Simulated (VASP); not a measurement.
# InB2As3 (P6/mmm) in VASP: notebook, part 2 of 2

VASP 6.6.1. Earlier steps stand in the parts before.

## 7. Relaxation of cell and atoms, PBE

The input, INCAR:

```
SYSTEM = InB2As3
PREC = Accurate
ENCUT = 600
EDIFF = 1E-6
ISMEAR = 0
SIGMA = 0.1
LREAL = .FALSE.
LASPH = .TRUE.
NELM = 100
ALGO = Normal
ISIF = 3
LWAVE = .FALSE.
LCHARG = .FALSE.
GGA = PE
IBRION = 2
NSW = 100
EDIFFG = -0.01
```

The input, KPOINTS:

```
Automatic mesh
0
G
  12 12 8
  0 0 0
```

The input, POSCAR:

```
InB2As3
1.0
    4.8599345029      0.0000000000      0.0000000000
   -2.4299672514      4.2088267402      0.0000000000
    0.0000000000      0.0000000000      4.8923692752
In B As
1 2 3
Direct
    0.0000000000      0.0000000000      0.5000000000
    0.3333333333      0.6666666667      0.5000000000
    0.6666666667      0.3333333333      0.5000000000
    0.3333333333      0.6666666667      0.0000000000
    0.6666666667      0.3333333333      0.0000000000
    0.0000000000      0.0000000000      0.0000000000
```

Potentials or basis: VASP PAW PBE potentials, release 64 (In_d, B, As).

On the command line:

```bash
> cat potpaw_PBE.64/In_d/POTCAR potpaw_PBE.64/B/POTCAR potpaw_PBE.64/As/POTCAR > POTCAR
> mpirun -np 1 vasp_std > vasp.out
```

OUTCAR:

```text
SYSTEM = InB2As3
   PREC = Accurate
   ENCUT = 600
   EDIFF = 1E-6
   ISMEAR = 0
   LREAL = .FALSE.
   LASPH = .TRUE.
   NELM = 100
   ISIF = 3
   GGA = PE
   IBRION = 2
   NSW = 100
   EDIFFG = -0.01

 ion  position               nearest neighbor table
   1  0.000  0.000  0.500-   6 2.45   6 2.45   2 2.81   3 2.81   2 2.81   3 2.81   3 2.81   2 2.81

   2  0.333  0.667  0.500-   4 2.45   4 2.45   1 2.81   1 2.81   1 2.81
   3  0.667  0.333  0.500-   5 2.45   5 2.45   1 2.81   1 2.81   1 2.81
   4  0.333  0.667  0.000-   2 2.45   2 2.45   5 2.81   6 2.81   5 2.81   6 2.81   6 2.81   5 2.81

   5  0.667  0.333  0.000-   3 2.45   3 2.45   4 2.81   6 2.81   4 2.81   6 2.81   6 2.81   4 2.81

   6  0.000  0.000  0.000-   1 2.45   1 2.45   5 2.81   4 2.81   4 2.81   5 2.81   5 2.81   4 2.81

  LATTYP: Found a hexagonal cell.
 ALAT       =     4.8599345029
 C/A-ratio  =     1.0066739114

  Lattice vectors:
[... 350 lines left out ...]

 Free energy of the ion-electron system (eV)
  ---------------------------------------------------
  ext. energy  EPLUGINS =         0.00000000
  ---------------------------------------------------
  free energy    TOTEN  =       -23.37921804 eV

  energy without entropy =      -23.36499347  energy(sigma->0) =      -23.37210575

 E-fermi :   6.4264     XC(G=0): -10.7634

 val. band max:        6.4262804824   @ k =   0.1667   0.1667   0.5000
 cond. band min:       6.4281394102   @ k =   0.0000   0.0000   0.5000
 fundamental gap:      0.0018589278
 Fermi energy:         6.4263635858

 k-point     1 :       0.0000    0.0000    0.0000
  band No.  band energies     occupation
      1      -8.8971      2.00000
      2      -7.9820      2.00000
      3      -7.9820      2.00000
      4      -7.9382      2.00000
      5      -7.9382      2.00000
      6      -7.8336      2.00000
[... 565 lines left out ...]
     20       8.8014      0.00000
     21       8.9868      0.00000

 [... further k-points ...]
[... 5 lines left out ...]
  --------------------------------------------------------------------------------------
  -------------------------------------------------------------------------------------
  Total       -0.0143095     -0.0143095      0.0565728     -0.0000000     -0.0000000      0.0000000
  in kB       -0.2295226     -0.2295226      0.9074194     -0.0000000     -0.0000000      0.0000000
  external PRESSURE =       0.1494581 kB  Pullay stress =       0.0000000 kB
[... 21 lines left out ...]
  FREE ENERGIE OF THE ION-ELECTRON SYSTEM (eV)
  ---------------------------------------------------
  free  energy   TOTEN  =       -23.3792180355 eV

  energy  without entropy=      -23.3649934689  energy(sigma->0) =      -23.37210575

 reached required accuracy - stopping structural energy minimisation
```

It took 6.8 min on 1 thread of Intel Xeon 6975P-C (Granite Rapids), shared host; peak memory 0.43 GiB.

Results:

* Free energy: -23.3792 eV
* Relaxed volume: 16.65 Å³/atom
* Relaxed cell: a = 4.769 Å, b = 4.769 Å, c = 5.071 Å, α = 90.00°, β = 90.00°, γ = 120.00°
* Space group after relaxing (to 0.05 Å): P6/mmm (No. 191)
* Energy gained by relaxing: 16.3 meV/atom
* Ionic steps: 5
* Pressure after relaxing: 0.0 GPa
* Band gap on the k mesh: zero (band 17 reaches 7.35 eV, above the bottom of band 18 at 5.15 eV)

Step by step:
```csv
step,energy change (eV),largest force (eV/Å),pressure (GPa),volume (Å³)
1,0.0000,0.0000,0.44,100.07
2,-0.0961,0.0000,-0.59,100.65
3,-0.0962,0.0000,-0.63,100.67
4,-0.0977,0.0000,0.15,99.72
5,-0.0978,0.0000,0.01,99.89
```

Final structure:
```
In B As
1.0
     4.76913    0.00000    0.00000
    -2.38456    4.13018    0.00000
     0.00000    0.00000    5.07109
In B As
1 2 3
Direct
  0.00000 0.00000 0.50000
  0.33333 0.66667 0.50000
  0.66667 0.33333 0.50000
  0.33333 0.66667 0.00000
  0.66667 0.33333 0.00000
  0.00000 0.00000 0.00000
```

Levels at points of the mesh, in eV from the Fermi level:
| k point | band 14 | band 15 | band 16 | band 17 | band 18 | band 19 | band 20 | band 21 |
| --- | --- | --- | --- | --- | --- | --- | --- | --- |
| (0.00, 0.00, 0.00) | -4.28 | -1.66 | -1.56 | -1.53 | 0.18 | 0.18 | 0.94 | 0.94 |
| (0.50, 0.00, 0.00) | -2.29 | -1.76 | -1.65 | -0.54 | -0.32 | 1.74 | 1.85 | 2.85 |
| (0.00, 0.00, 0.50) | -3.97 | -2.86 | -0.84 | -0.84 | -0.35 | -0.35 | -0.33 | 0.00 |
| (0.50, 0.00, 0.50) | -0.42 | -0.28 | 0.81 | 0.89 | 1.70 | 2.13 | 2.16 | 2.16 |

Caveat: spin-orbit coupling is left out, which moves the levels of the heavy elements.

## 8. Summary

```csv
task,cell,k mesh,cutoff (eV),gap on the mesh (eV),pressure (GPa),relaxed volume (Å³/atom)
single point,"a = 4.860, b = 4.860, c = 4.892 Å, angles 90.0, 90.0, 120.0°, 6 atoms",6 × 6 × 4,520,none,0.1,-
single point,"a = 4.819, b = 4.819, c = 6.436 Å, angles 90.0, 90.0, 120.0°, 6 atoms",6 × 6 × 4,520,none,-8.0,-
single point,"a = 4.764, b = 4.764, c = 5.073 Å, angles 90.0, 90.0, 120.0°, 6 atoms",12 × 12 × 8,520,none,0.1,-
relaxation of cell and atoms,"relaxed from a = 4.819, b = 4.819, c = 6.436 Å, angles 90.0, 90.0, 120.0°, 6 atoms",6 × 6 × 4,600,none,0.2,16.66
relaxation of cell and atoms,"relaxed from a = 4.860, b = 4.860, c = 4.892 Å, angles 90.0, 90.0, 120.0°, 6 atoms",12 × 12 × 8,600,none,0.0,16.65
```

Alike in all rows: level PBE; potentials or basis VASP PAW PBE potentials, release 64 (In_d, B, As); no spin polarisation; smearing gaussian 0.1 eV.

Caveats: spin-orbit coupling is left out, which moves the levels of the heavy elements; the volume moved by over 15 % at a fixed basis, so the end points are rough (some runs).

Total energies depend on the potentials used, so only differences within one code and one set of settings carry meaning.
